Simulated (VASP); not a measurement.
TaWC2:

```xyz
4
Lattice="1.5925 0.9195 5.1688 -1.5925 0.9195 5.1688 0.0000 -1.8389 5.1688" Properties=species:S:1:pos:R:3 pbc="T T T"
W     0.0000    0.0000    0.0000
Ta    0.0000    0.0000    7.7531
C     0.0000    0.0000    3.8910
C     0.0000    0.0000   11.6152
```

Base run:

```yaml
Program: VASP 6.6.1
Functional: LDA
Potentials_or_basis: VASP PAW LDA potentials, release 64 (W_sv, Ta_sv_GW, C)
Cutoff: 700 eV
k_mesh: 10 × 10 × 10
Occupations: fermi-dirac, width 0.05 eV
Spin: no spin polarisation
```

Its results: band gap on the k mesh zero (an odd number of electrons rules out a gap without spin polarisation); pressure -26.6 GPa; largest force 0.051 eV/Å.

Task: The run is repeated on the same cell with these changes: functional from LDA to PBE; potentials or basis from VASP PAW LDA potentials, release 64 (W_sv, Ta_sv_GW, C) to VASP PAW PBE potentials, release 64 (W_sv, Ta_sv_GW, C). What comes out?

Result: Band gap on the k mesh zero (an odd number of electrons rules out a gap without spin polarisation); pressure -14.4 GPa; largest force 0.030 eV/Å.

Caveats: the cell stands under tension; spin-orbit coupling is left out, which moves the levels of the heavy elements; an odd number of electrons without spin polarisation forces a metal; a magnetic or distorted state may lie lower.
